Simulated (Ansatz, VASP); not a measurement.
## One calculation of Si, two programs

The input INCAR:

```
SYSTEM = Si
  PREC = Accurate
  ENCUT = 520
  EDIFF = 1E-8
  ISMEAR = -1
  SIGMA = 0.08
  LREAL = .False.
  LASPH = .True.
  NELM = 100
  ALGO = Normal
  ISIF = 2
  LWAVE = .False.
  LCHARG = .False.
  GGA = PE
  LEFG = .True.
  NBANDS = 11
```

Contents of KPOINTS:

```
Automatic mesh
0
Gamma
  11 11 11
  0 0 0
```

File POSCAR:

```
Si
1.0
    0.0000000000      2.7154700000      2.7154700000
    2.7154700000      0.0000000000      2.7154700000
    2.7154700000      2.7154700000      0.0000000000
Si
2
Direct
    0.5092065094      0.5092065094      0.4907934906
    0.7500000000      0.7500000000      0.7500000000
```

Input for Ansatz:

```yaml
crystal:
  lattice:
    - [0.0, 2.71547, 2.71547]
    - [2.71547, 0.0, 2.71547]
    - [2.71547, 2.71547, 0.0]
  atoms:
    - { symbol: Si, position: [0.5092065094, 0.5092065094, 0.4907934906] }
    - { symbol: Si, position: [0.75, 0.75, 0.75] }
kpoints:
  mp_grid: { grid: [11, 11, 11] }
scf:
  occupations: { method: fermi_dirac, width: 0.08 }
hamiltonian:
  xc: pbe
  pseudopotentials: { kind: paw }
output:
  forces: true
  stress: true
  eigenvalues: true
  efg: { contact_densities: true }
  write_density: true
  write_potential: true
  elf: true
  volumetric_format: npy
```

Alike in both runs: task electric field gradients; functional PBE; k mesh 11 × 11 × 11; occupations fermi-dirac, width 0.08 eV; no spin polarisation.

|  | VASP | Ansatz |
| --- | --- | --- |
| version | VASP 6.6.1 | Ansatz 0.2.0 |
| potentials or method | VASP PAW PBE potentials, release 64 (Si) | PAW with Ansatz's default frozen-core files, scalar-relativistic |
| plane-wave cutoff (eV) | 520 | 420 |
| valence electrons in the cell | 8 | 8 |

|  | VASP | Ansatz | Ansatz less VASP |
| --- | --- | --- | --- |
| pressure (GPa) | 2.0 | 2.1 | +0.08 |
| traceless stress, the component that is largest in VASP (GPa) | 2.00 | 2.01 | +0.012 |
| rms of the force components (eV/Å) | 0.389 | 0.390 | +0.0008 |
| size of Vzz on the site where it differs most (V/Å²) | 5.1 | 4.6 | -0.43 |

Atom by atom the forces differ by 0.001 eV/Å (rms over components). With one functional, cell and mesh, what is left measures potentials, basis and numerics.
